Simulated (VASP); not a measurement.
A run of VASP 6.6.1 is set up as follows.

The input INCAR:

```
SYSTEM = Pb
PREC = Accurate ; ENCUT = 500
EDIFF = 1E-6 ; ISMEAR = -4
SIGMA = 0.1 ; LREAL = .False.
LASPH = .True. ; NELM = 120
ALGO = Normal ; ISIF = 2
LWAVE = .False. ; LCHARG = .True.
GGA = PS ; LELF = .True.
LVHAR = .True. ; NBANDS = 13
GGA_COMPAT = .False.
```

File KPOINTS:

```
Automatic mesh
0
Gamma
  12 12 12
  0 0 0
```

POSCAR

```
Pb
1.0
    0.0000000000      2.4706811655      2.4706811655
    2.4706811655      0.0000000000      2.4706811655
    2.4706811655      2.4706811655      0.0000000000
Pb
1
Direct
    0.0000000000      0.0000000000      0.0000000000
```

Potentials or basis: VASP PAW PBE potentials, release 64 (Pb_d).

Run with:

```sh
$ cat potpaw_PBE.64/Pb_d/POTCAR > POTCAR
$ mpirun -np 1 vasp_std > vasp.out
```

(1) Predict the pressure.

(2) What does it give for the band gap on the k mesh?

Answers

(1) 0.3 GPa.

(2) zero (band 7 reaches 14.62 eV, above the bottom of band 8 at 5.60 eV).

Caveat: the PAW data sets were made with another functional, which shifts forces and pressure a little; spin-orbit coupling is left out, which moves the levels of the heavy elements.
